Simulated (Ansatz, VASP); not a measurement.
V in VASP and in Ansatz

File INCAR:

```
PREC = Accurate ; ENCUT = 520
EDIFF = 1E-8 ; ISMEAR = 0
SIGMA = 0.05 ; LREAL = False
LASPH = True ; NELM = 60
ALGO = Normal ; ISIF = 2
LWAVE = False ; LCHARG = False
GGA = PE ; LEFG = True
NBANDS = 12
```

Contents of KPOINTS:

```
regular mesh
0
Gamma
  20 20 20
```

Contents of POSCAR:

```
V
1.0
   -1.5143500000      1.5143500000      1.5143500000
    1.5143500000     -1.5143500000      1.5143500000
    1.5143500000      1.5143500000     -1.5143500000
V
1
Direct
    0.0000000000      0.0000000000      0.0000000000
```

Input for Ansatz:

```yaml
crystal:
  lattice:
    - [-1.51435, 1.51435, 1.51435]
    - [1.51435, -1.51435, 1.51435]
    - [1.51435, 1.51435, -1.51435]
  atoms:
    - { symbol: V, position: [0.0, 0.0, 0.0] }
basis:
  ecutwfc: 420
  ecutrho_ratio: 4
kpoints:
  mp_grid: { grid: [20, 20, 20] }
hamiltonian:
  xc: pbe
scf:
  occupations: { method: gaussian, width: 0.05 }
output:
  forces: true
  stress: true
  eigenvalues: true
  populations: true
  efg: { contact_densities: true, quadrupole_moments_barn: { V: -0.052 } }
```

Alike in both runs: task electric field gradients; functional PBE; k mesh 20 × 20 × 20; occupations gaussian, width 0.05 eV; no spin polarisation.

|  | VASP | Ansatz |
| --- | --- | --- |
| version | VASP 6.6.1 | Ansatz 0.2.0 |
| potentials or method | VASP PAW PBE potentials, release 64 (V_sv), cutoff 520 eV | scalar-relativistic, plane waves, PAW |
| valence electrons in the cell | 13 | 13 |

|  | VASP | Ansatz | Ansatz less VASP |
| --- | --- | --- | --- |
| gap on the k mesh at the Fermi level (eV) | none | none | - |
| pressure (GPa) | -5.3 | -5.5 | -0.20 |

A gap of «none» marks a metal or a gap that the smearing closes.
